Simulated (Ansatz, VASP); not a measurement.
# One calculation of Cd3O2, two programs

```
Cd O
1.0
     5.56049    0.00000    0.00000
    -2.78025    4.81553    0.00000
     0.00000    0.00000    7.98634
Cd O
6 4
Direct
  0.00000 0.00000 0.30504
  0.00000 0.00000 0.69496
  0.33333 0.66667 0.00000
  0.66667 0.33333 0.00000
  0.33333 0.66667 0.50000
  0.66667 0.33333 0.50000
  0.33333 0.66667 0.24986
  0.33333 0.66667 0.75014
  0.66667 0.33333 0.75014
  0.66667 0.33333 0.24986
```

Alike in both runs: functional PBE; k mesh 4 × 4 × 2; occupations gaussian, width 0.2 eV; no spin polarisation.

Ansatz relaxed the structure, and its values are those at the end. VASP's run is a single point on that final structure, the one shown.

|  | VASP | Ansatz |
| --- | --- | --- |
| version | VASP 6.6.1 | Ansatz 0.2.0 |
| potentials or method | VASP PAW PBE potentials, release 64 (Cd, O), cutoff 520 eV | scalar-relativistic, plane waves, PAW |
| valence electrons in the cell | 96 | 144 |

Ansatz gave:

* gap on the k mesh at the Fermi level (eV): 0.10
* least direct gap on the mesh (eV): 0.11
* pressure (GPa): -0.1
* rms of the force components (eV/Å): 0.031

Task: Which values does VASP return?

Result: gap on the k mesh at the Fermi level (eV): 0.10; least direct gap on the mesh (eV): 0.12; pressure (GPa): 0.9; rms of the force components (eV/Å): 0.031.

VASP's potentials hold 96 valence electrons a cell and Ansatz's 144, so a difference there can come from the potentials and not from the codes.
